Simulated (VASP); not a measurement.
From VASP inputs to Ansatz: KTaO3 (strained measured structure)

INCAR

```
IBRION = -1
EDIFF = 1E-7
ENCUT = 520
ISMEAR = -1
LELF = .TRUE.
SIGMA = 0.02
LREAL = .FALSE.
LCHARG = .TRUE.
NBANDS = 27
LWAVE = .FALSE.
PREC = Accurate
ISIF = 2
LASPH = .TRUE.
NSW = 0
GGA = PE
NELM = 120
```

KPOINTS

```
KPOINTS created by Atomic Simulation Environment
0
Gamma
6 6 6
0 0 0
```

KPOINTS_OPT

```
special points
4
Reciprocal
0.0000000000 0.0000000000 0.0000000000 1
0.0000000000 0.5000000000 0.0000000000 1
0.5000000000 0.5000000000 0.0000000000 1
0.5000000000 0.5000000000 0.5000000000 1
```

POSCAR

```
K  Ta O
 1.0000000000000000
     3.9514266883000002    0.0000000000000000    0.0000000000000000
     0.0000000000000000    3.9514266883000002    0.0000000000000000
     0.0000000000000000    0.0000000000000000    3.9514266883000002
 K   Ta  O
   1   1   3
Cartesian
  1.9757133441500001  1.9757133441500001  1.9757133441500001
  0.0000000000000000  0.0000000000000000  0.0000000000000000
  1.9757133441500001  0.0000000000000000  0.0000000000000000
  0.0000000000000000  1.9757133441500001  0.0000000000000000
  0.0000000000000000  0.0000000000000000  1.9757133441500001
```

VASP ran with the recommended PBE PAW datasets (38 valence electrons in the cell).

Translate these files to an Ansatz input.



```yaml
crystal:
  lattice:
    - [3.9514266883, 0.0, 0.0]
    - [0.0, 3.9514266883, 0.0]
    - [0.0, 0.0, 3.9514266883]
  atoms:
    - { symbol: K, position: [0.5, 0.5, 0.5] }
    - { symbol: Ta, position: [0.0, 0.0, 0.0] }
    - { symbol: O, position: [0.5, 0.0, 0.0] }
    - { symbol: O, position: [0.0, 0.5, 0.0] }
    - { symbol: O, position: [0.0, 0.0, 0.5] }
kpoints:
  mp_grid: { grid: [6, 6, 6] }
  band_path:
    path: [[0.0, 0.0, 0.0], [0.0, 0.5, 0.0], [0.5, 0.5, 0.0], [0.5, 0.5, 0.5]]
    npoints: 1
hamiltonian:
  xc: pbe
scf:
  occupations: { method: fermi_dirac, width: 0.02 }
  n_extra_bands: 5
output:
  forces: true
  stress: true
  eigenvalues: true
  write_density: true
  write_potential: true
  elf: true
  volumetric_format: npy
```

Other inputs would serve too.

```json
{"": "gap between bands v and c", "VASP": "2.24 eV", "Ansatz": "2.28 eV"}
{"": "least direct gap", "VASP": "2.84 eV", "Ansatz": "2.88 eV"}
{"": "pressure", "VASP": "12.5 GPa", "Ansatz": "11.7 GPa"}
```

Each program uses its own PAW datasets. VASP's cell holds 38 valence electrons and Ansatz's 40. Ansatz's stress includes a Pulay correction; VASP's doesn't.

VASP's potentials hold 38 valence electrons a cell and Ansatz's 40, so a difference between the two programs can come from the potentials and not from the codes.
